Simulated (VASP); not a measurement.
A run of VASP 6.6.1 is set up as follows.

Contents of INCAR:

```
SYSTEM = Fe
ALGO = Normal
EDIFF = 1E-8
ENCUT = 520
GGA = PE
ISIF = 2
ISMEAR = -1
LASPH = .True.
LCHARG = .False.
LEFG = .True.
LREAL = .False.
LWAVE = .False.
NBANDS = 15
NELM = 80
PREC = Accurate
SIGMA = 0.08
```

The input KPOINTS:

```
k-points
0
Gamma
  17 17 10
  0 0 0
```

The input POSCAR:

```
Fe
1.0
    2.4012595311      0.0000000000      0.0000000000
   -1.2006297656      2.0795517550      0.0000000000
    0.0000000000      0.0000000000      3.7900100715
Fe
2
Direct
    0.3333333333      0.6666666667      0.2500000000
    0.6666666667      0.3333333333      0.7500000000
```

Potentials or basis: VASP PAW PBE potentials, release 64 (Fe).

The run is started by

```sh
$ cat potpaw_PBE.64/Fe/POTCAR > POTCAR
$ mpirun -np 1 vasp_std > vasp.out
```

**Question.** Predict the band gap on the k mesh.

**Answer.** Zero (band 8 reaches 8.71 eV, above the bottom of band 9 at 6.69 eV).

**Question.** Predict the pressure.

**Answer.** 25.1 GPa.

Stress tensor (GPa, compression positive):
```
24.46  0.00  0.00
 0.00 24.46  0.00
 0.00  0.00 26.26
```

Caveat: without QUAD_EFG the Cq values of the log hold for a quadrupole moment of 1 mb, not for the nuclei; the run has no spin polarisation, though such a crystal can be magnetic. Spin polarisation is off, so any magnetic state and its effect on volume and gap are missing.
